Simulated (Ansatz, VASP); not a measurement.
**HfO2: VASP beside Ansatz**

POSCAR

```
HfO2
1.0
    0.0000000000      2.5291823194      2.5291823194
    2.5291823194      0.0000000000      2.5291823194
    2.5291823194      2.5291823194      0.0000000000
Hf O
1 2
Direct
    0.0000000000      0.0000000000      0.0000000000
    0.2500000000      0.2500000000      0.2500000000
    0.7500000000      0.7500000000      0.7500000000
```

Contents of INCAR.step1:

```
SYSTEM = HfO2
PREC = Accurate
ENCUT = 520
EDIFF = 1E-5
ISMEAR = 0
SIGMA = 0.01
LREAL = .False.
LASPH = .True.
NELM = 100
ALGO = Normal
ISIF = 2
LWAVE = .True.
GGA = PE
NBANDS = 18
```

INCAR.step2

```
SYSTEM = HfO2
PREC = Accurate
ENCUT = 520
EDIFF = 1E-6
ISMEAR = 0
SIGMA = 0.01
LREAL = .False.
LASPH = .True.
NELM = 100
ALGO = Normal
ISIF = 2
LWAVE = .False.
LCHARG = .True.
GGA = PE
LHFCALC = .True.
AEXX = 0.75
HFSCREEN = 0.5
PRECFOCK = Normal
LELF = .True.
LVHAR = .True.
ISTART = 1
NBANDS = 18
```

KPOINTS

```
regular mesh
0
Gamma
  4 4 4
  0 0 0
```

Input for Ansatz:

```yaml
crystal:
  lattice:
    - [0.0, 2.5291823194, 2.5291823194]
    - [2.5291823194, 0.0, 2.5291823194]
    - [2.5291823194, 2.5291823194, 0.0]
  atoms:
    - { symbol: Hf, position: [0.0, 0.0, 0.0] }
    - { symbol: O, position: [0.25, 0.25, 0.25] }
    - { symbol: O, position: [0.75, 0.75, 0.75] }
kpoints:
  mp_grid: { grid: [4, 4, 4] }
hamiltonian:
  xc: { exchange: pbe, correlation: pbe, exx: { coeff: 0.75, omega: 0.5 } }
scf:
  occupations: { method: fixed }
  n_extra_bands: 4
output:
  forces: true
  stress: true
  eigenvalues: true
```

Alike in both runs: task single point; functional PBE-based screened hybrid; k mesh 4 × 4 × 4; no spin polarisation.

|  | VASP | Ansatz |
| --- | --- | --- |
| version | VASP 6.6.1 | Ansatz 0.2.0 |
| potentials or method | VASP PAW PBE potentials, release 64 (Hf_pv, O) | plane waves |
| plane-wave cutoff (eV) | 520 | 420 |
| occupations | gaussian, width 0.01 eV | fixed |
| valence electrons in the cell | 22 | 38 |

Ansatz gave:

```
gap on the k mesh at the Fermi level (eV) : 6.76
pressure (GPa)                            : -9.3
```

Q: What did VASP give for the same quantities?

A: gap on the k mesh at the Fermi level (eV): 6.59; pressure (GPa): -15.6.

VASP's potentials were made for PBE, not for PBE-based screened hybrid. One of these differences is far larger than is usual between the two programs; its cause wasn't traced. VASP's potentials hold 22 valence electrons a cell and Ansatz's 38, so a difference there can come from the potentials and not from the codes. Ansatz's warnings: stress exchange threshold loose, stress scf threshold loose.

The k mesh is coarse, so the values compare programs but aren't converged. Neither program's run includes spin-orbit coupling.
